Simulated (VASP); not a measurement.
# SnS2 in VASP: relaxation of the atoms with PBE

Aim: the relaxation of the atoms of SnS2 with PBE.

Program: VASP 6.6.1. These are calculated values, not measurements. Logs are shortened: lines on timing, memory, paths and dates and some standing lists are left out, and cuts for length are marked.

**1. The cell of the first run**

The cell holds a slab with vacuum, 9 atoms: a = 3.598 Å, b = 3.598 Å, c = 30.888 Å, α = 90.00°, β = 90.00°, γ = 120.00°.

**2. Relaxation of the atoms, PBE**

INCAR reads:

```
SYSTEM = SnS2
PREC = Accurate
ENCUT = 450
EDIFF = 1E-7
ISMEAR = 0
SIGMA = 0.05
LREAL = .False.
LASPH = .True.
NELM = 120
ALGO = Normal
ISIF = 2
LWAVE = .False.
LCHARG = .False.
LDIPOL = .True.
IDIPOL = 3
DIPOL = 0.5 0.5 0.500
GGA = PE
IBRION = 2
NSW = 60
EDIFFG = -0.04
GGA_COMPAT = .False.
NELMIN = 4
NELMDL = -8
KPAR = 4
```

KPOINTS reads:

```
Automatic mesh
0
Gamma
  9 9 1
  0 0 0
```

POSCAR reads:

```
SnS2
1.0
    3.5983003400      0.0000000000      0.0000000000
   -1.7991501700      3.1162195100      0.0000000000
    0.0000000000      0.0000000000     30.8877334459
S Sn
6 3
Selective dynamics
Direct
    0.3333333300      0.6666666700      0.2751901500  F F F
    0.6666666700      0.3333333300      0.3690699209  F F F
    0.3333333300      0.6666666700      0.4530601145  F F F
    0.6666666700      0.3333333300      0.5469398855  T T T
    0.3333333300      0.6666666700      0.6309300791  T T T
    0.6666666700      0.3333333300      0.7248098500  T T T
    0.0000000000      0.0000000000      0.3221300355  F F F
    0.0000000000      0.0000000000      0.5000000000  T T T
    0.0000000000      0.0000000000      0.6778699645  T T T
```

Potentials or basis: VASP PAW PBE potentials, release 64 (S, Sn_d).

The run is started by

```bash
$ cat potpaw_PBE.64/S/POTCAR potpaw_PBE.64/Sn_d/POTCAR > POTCAR
$ mpirun -np 4 vasp_std > vasp.out
```

OUTCAR:

```text
SYSTEM = SnS2
   PREC = Accurate
   ENCUT = 450
   EDIFF = 1E-7
   ISMEAR = 0
   LREAL = .False.
   LASPH = .True.
   NELM = 120
   ISIF = 2
   GGA = PE
   IBRION = 2
   NSW = 60
   EDIFFG = -0.04
   NELMIN = 4
   NELMDL = -8

 ion  position               nearest neighbor table
   1  0.333  0.667  0.275-   7 2.53   7 2.53   7 2.53
   2  0.667  0.333  0.369-   7 2.53   7 2.53   7 2.53
   3  0.333  0.667  0.453-   8 2.53   8 2.53   8 2.53
   4  0.667  0.333  0.547-   8 2.53   8 2.53   8 2.53
   5  0.333  0.667  0.631-   9 2.53   9 2.53   9 2.53
   6  0.667  0.333  0.725-   9 2.53   9 2.53   9 2.53
   7  0.000  0.000  0.322-   2 2.53   1 2.53   2 2.53   1 2.53   2 2.53   1 2.53
   8  0.000  0.000  0.500-   3 2.53   4 2.53   4 2.53   3 2.53   4 2.53   3 2.53
   9  0.000  0.000  0.678-   5 2.53   6 2.53   5 2.53   6 2.53   5 2.53   6 2.53

  LATTYP: Found a hexagonal cell.
 ALAT       =     3.5983003400
 C/A-ratio  =     8.5839786920

  Lattice vectors:

 A1 = (   3.5983003400,   0.0000000000,   0.0000000000)
 A2 = (  -1.7991501700,   3.1162195100,   0.0000000000)
 A3 = (   0.0000000000,   0.0000000000,  30.8877334459)

Analysis of symmetry for initial positions (statically):
=====================================================================
 Subroutine PRICEL returns:
 Original cell was already a primitive cell.

 Routine SETGRP: Setting up the symmetry group for a
 hexagonal supercell.

 Subroutine GETGRP returns: Found 12 space group operations
 (whereof 12 operations were pure point group operations)
 out of a pool of 24 trial point group operations.

The static configuration has the point symmetry D_3d.

Analysis of symmetry for dynamics (positions and initial velocities):
=====================================================================
 Subroutine PRICEL returns:
 Original cell was already a primitive cell.

 Routine SETGRP: Setting up the symmetry group for a
 hexagonal supercell.

 Subroutine GETGRP returns: Found 12 space group operations
 (whereof 12 operations were pure point group operations)
 out of a pool of 24 trial point group operations.

The dynamic configuration has the point symmetry D_3d.

Analysis of constrained symmetry for selective dynamics:
=====================================================================
 Subroutine PRICEL returns:
 Original cell was already a primitive cell.

 Routine SETGRP: Setting up the symmetry group for a
 hexagonal supercell.

 Subroutine GETGRP returns: Found  6 space group operations
 (whereof  6 operations were pure point group operations)
 out of a pool of 24 trial point group operations.

The constrained configuration has the point symmetry C_3v.

 Subroutine INISYM returns: Found  6 space group operations
 (whereof  6 operations are pure point group operations),
 and found     1 'primitive' translations

----------------------------------------------------------------------------------------

                                     Primitive cell

  volume of cell :     346.3470

  direct lattice vectors                    reciprocal lattice vectors
     3.598300340  0.000000000  0.000000000     0.277908986  0.160450828  0.000000000
    -1.799150170  3.116219510  0.000000000     0.000000000  0.320901656  0.000000000
     0.000000000  0.000000000 30.887733446     0.000000000  0.000000000  0.032375312

  length of vectors
     3.598300340  3.598300344 30.887733446     0.320901656  0.320901656  0.032375312

[... 59 lines left out ...]
  0.444444  0.111111  0.000000      6.000000
  0.222222  0.222222  0.000000      6.000000
  0.333333  0.222222  0.000000     12.000000
  0.333333  0.333333  0.000000      2.000000
   k-points           NKPTS =     12   k-points in BZ     NKDIM =     12   number of bands    NBANDS=     46
   number of dos      NEDOS =    301   number of ions     NIONS =      9
   total plane-waves  NPLWV = 169344
   dimension x,y,z NGX =    28 NGY =   28 NGZ =  216
   dimension x,y,z NGXF=    56 NGYF=   56 NGZF=  432
   ions per type =               6   3
   NGX,Y,Z   is equivalent  to a cutoff of  12.94, 12.94, 11.63 a.u.
   NGXF,Y,Z  is equivalent  to a cutoff of  25.87, 25.87, 23.25 a.u.
 SYSTEM =  SnS2
   PREC   = accura    normal or accurate (medium, high low for compatibility)
   ISTART =      0    job   : 0-new  1-cont  2-samecut
   ICHARG =      2    charge: 1-file 2-atom 10-const
   ISPIN  =      1    spin polarized calculation?
   LNONCOLLINEAR =      F non collinear calculations
   LSORBIT =      F    spin-orbit coupling
   LASPH  =      T    aspherical Exc in radial PAW
   ENCUT  =  450.0 eV  33.07 Ry    5.75 a.u.   6.22  6.22 53.43*2*pi/ulx,y,z
   NELM   =    120;   NELMIN=  4; NELMDL= -8     # of ELM steps
   EDIFF  = 0.1E-06   stopping-criterion for ELM
   LREAL  =      F    real-space projection
   EDIFFG = -.4E-01   stopping-criterion for IOM
   NSW    =     60    number of steps for IOM
   IBRION =      2    ionic relax: 0-MD 1-quasi-New 2-CG
   NFREE  =      1    steps in history (QN), initial steepest desc. (CG)
   ISIF   =      2    stress and relaxation
   ISYM   =      2    0-nonsym 1-usesym 2-fastsym
   POTIM  = 0.5000    time-step for ionic-motion
   TEBEG  =    0.0;   TEEND  =   0.0 temperature during run
   PSTRESS=    0.0 pullay stress
   NELECT =      78.0000    total number of electrons
   NUPDOWN=      -1.0000    fix difference up-down
   EMIN   =  10.00;   EMAX   =-10.00  energy-range for DOS
   EFERMI =   0.00;   METHOD = LEGACY
   ISMEAR =     0;   SIGMA  =   0.05  broadening in eV -4-tet -1-fermi 0-gaus
   EFERMI_NEDOS =   21; number of points for ismear=-14 and -15
   IALGO  =     38    algorithm
   IMIX   =      4    mixing-type and parameters
     AMIX     =   0.40;   BMIX     =  1.00
     AMIX_MAG =   1.60;   BMIX_MAG =  1.00
  volume/ion in A,a.u.               =      38.48       259.70
  Fermi-wavevector in a.u.,A,eV,Ry     =   0.996023  1.882210 13.497810  0.992061
  Thomas-Fermi vector in A             =   2.128083
   LORBIT       =      0    0 simple, 1 ext, 2 COOP (PROOUT), +10 PAW based schemes
   GGA     = PE    functional components
   LHFCALC =     F    Hartree Fock is set to
   AEXX    =    0.0000 exact exchange contribution
   IVDW    =     0    specifies the selected vdW correction
   LEPSILON=     F    determine dielectric tensor
   LRPA    =     F    only Hartree local field effects (RPA)
 conjugate gradient relaxation of ions
 non-spin polarized calculation
 Gauss-broadening in eV      SIGMA  =   0.05
  energy-cutoff  :      450.00
  volume of cell :      346.35
 maximum number of plane-waves:      7547
 NGX is ok and might be reduce to    28
   NGX = 13   NGY = 13   NGZ =107

--------------------------------------- Ionic step        1  -------------------------------------------

 number of electron      78.0000002 magnetization

 Free energy of the ion-electron system (eV)
  ---------------------------------------------------
  ext. energy  EPLUGINS =         0.00000000
  ---------------------------------------------------
  free energy    TOTEN  =       -39.04912393 eV

  energy without entropy =      -39.04912393  energy(sigma->0) =      -39.04912393

------------------------ aborting loop because EDIFF is reached ----------------------------------------

  FORCE on cell =-STRESS in cart. coord.  units (eV):
  Direction    XX          YY          ZZ          XY          YZ          ZX
  --------------------------------------------------------------------------------------
  -------------------------------------------------------------------------------------
  Total        9.8040410      9.8040410      9.2313119      0.0000000      0.0000000      0.0000000
  in kB       45.3528106     45.3528108     42.7034057      0.0000000      0.0000000      0.0000000
  external PRESSURE =      44.4696757 kB  Pullay stress =       0.0000000 kB
[... 110 lines left out ...]
  FREE ENERGIE OF THE ION-ELECTRON SYSTEM (eV)
  ---------------------------------------------------
  free  energy   TOTEN  =       -39.0918545549 eV

  energy  without entropy=      -39.0918545549  energy(sigma->0) =      -39.09185455

 vacuum level on the upper side and lower side of the slab       (xc-potential included)        -0.032         0.015

[... ionic steps 4 to 41 ...]

--------------------------------------- Ionic step       42  -------------------------------------------

 number of electron      77.9999998 magnetization

------------------------ aborting loop because EDIFF is reached ----------------------------------------
[... 32 lines left out ...]
  FREE ENERGIE OF THE ION-ELECTRON SYSTEM (eV)
  ---------------------------------------------------
  free  energy   TOTEN  =       -39.3082192984 eV

  energy  without entropy=      -39.3082192984  energy(sigma->0) =      -39.30821930

 dipolmoment           0.000000      0.000000     -0.001073 electrons x Angstroem

--------------------------------------- Ionic step       43  -------------------------------------------

 number of electron      77.9999996 magnetization

------------------------ aborting loop because EDIFF is reached ----------------------------------------
[... 38 lines left out ...]
--------------------------------------- Ionic step       44  -------------------------------------------

 number of electron      77.9999997 magnetization

 dipolmoment           0.000000      0.000000      0.000496 electrons x Angstroem

 Free energy of the ion-electron system (eV)
  ---------------------------------------------------
  ext. energy  EPLUGINS =         0.00000000
  ---------------------------------------------------
  free energy    TOTEN  =       -39.30860044 eV

  energy without entropy =      -39.30860044  energy(sigma->0) =      -39.30860044

 E-fermi :   0.2756     XC(G=0):  -5.9571

 val. band max:        0.0428188581   @ k =   0.1111   0.0000   0.0000
 cond. band min:       1.5630927147   @ k =   0.4444   0.0000   0.0000
 fundamental gap:      1.5202738565
 Fermi energy:         0.2756018006

 k-point     1 :       0.0000    0.0000    0.0000
  band No.  band energies     occupation
      1     -20.9111      2.00000
      2     -20.9111      2.00000
      3     -20.8640      2.00000
      4     -20.8640      2.00000
      5     -20.8586      2.00000
      6     -20.8467      2.00000
[... 577 lines left out ...]
     45       5.9241      0.00000
     46       5.9341      0.00000

------------------------ aborting loop because EDIFF is reached ----------------------------------------

 vacuum level on the upper side and lower side of the slab       (xc-potential included)        -0.025        -0.015

  FORCE on cell =-STRESS in cart. coord.  units (eV):
  Direction    XX          YY          ZZ          XY          YZ          ZX
  --------------------------------------------------------------------------------------
  -------------------------------------------------------------------------------------
  Total        7.1841882      7.1841882      3.3526787      0.0000000      0.0000000     -0.0000000
  in kB       33.2335543     33.2335545     15.5092581      0.0000000      0.0000000     -0.0000000
  external PRESSURE =      27.3254556 kB  Pullay stress =       0.0000000 kB
[... 24 lines left out ...]
  FREE ENERGIE OF THE ION-ELECTRON SYSTEM (eV)
  ---------------------------------------------------
  free  energy   TOTEN  =       -39.3086004381 eV

  energy  without entropy=      -39.3086004381  energy(sigma->0) =      -39.30860044

 reached required accuracy - stopping structural energy minimisation

 vacuum level on the upper side and lower side of the slab         6.562         6.580
```

Wall time 36 min (4 MPI ranks of Intel Xeon Platinum 8259CL at 2.50GHz (Skylake/Cascade Lake), shared host); peak memory 0.53 GiB.

What came out:

* Free energy: -39.3086 eV
* Energy gained by relaxing: 28.8 meV/atom
* Ionic steps: 44
* Band gap on the k mesh: 1.52 eV (least direct gap 1.76 eV)

Step by step:
| step | energy change (eV) | largest force on free atoms (eV/Å) | pressure (GPa) |
| --- | --- | --- | --- |
| 1 | 0.0000 | 0.7624 | 4.45 |
| 3 | -0.0427 | 0.3958 | 3.75 |
| 5 | -0.0519 | 0.3364 | 3.63 |
| 7 | -0.0782 | 0.2109 | 3.44 |
| 9 | -0.0848 | 0.3259 | 3.30 |
| 11 | -0.1097 | 0.4923 | 3.15 |
| 13 | -0.1371 | 0.3160 | 3.08 |
| 15 | -0.1906 | 0.7377 | 2.87 |
| 17 | -0.2188 | 0.3195 | 2.83 |
| 19 | -0.2294 | 0.3706 | 2.81 |
| 21 | -0.2441 | 0.2085 | 3.00 |
| 23 | -0.2481 | 0.1464 | 3.01 |
| 25 | -0.2535 | 0.0991 | 2.87 |
| 27 | -0.2552 | 0.0569 | 2.71 |
| 29 | -0.2557 | 0.0740 | 2.67 |
| 31 | -0.2562 | 0.0626 | 2.67 |
| 33 | -0.2572 | 0.1166 | 2.69 |
| 35 | -0.2579 | 0.0816 | 2.71 |
| 37 | -0.2585 | 0.0693 | 2.77 |
| 39 | -0.2588 | 0.0612 | 2.78 |
| 41 | -0.2589 | 0.0785 | 2.79 |
| 43 | -0.2593 | 0.0407 | 2.76 |
| 44 | -0.2595 | 0.0243 | 2.73 |

Final structure:
```xyz
9
Lattice="3.5983 0.0000 0.0000 -1.7992 3.1162 0.0000 0.0000 0.0000 30.8877" Properties=species:S:1:pos:R:3 pbc="T T T"
S     0.0000    2.0775    8.5000
S     1.7991    1.0387   11.3997
S     0.0000    2.0775   13.9940
S     1.7991    1.0387   17.0303
S     0.0000    2.0775   20.9170
S     1.7991    1.0387   23.9393
Sn    0.0000    0.0000    9.9499
Sn    3.5983    0.0000   15.5166
Sn    3.5983    0.0000   22.4286
```

Caveat: spin-orbit coupling is left out, which moves the levels of the heavy elements.
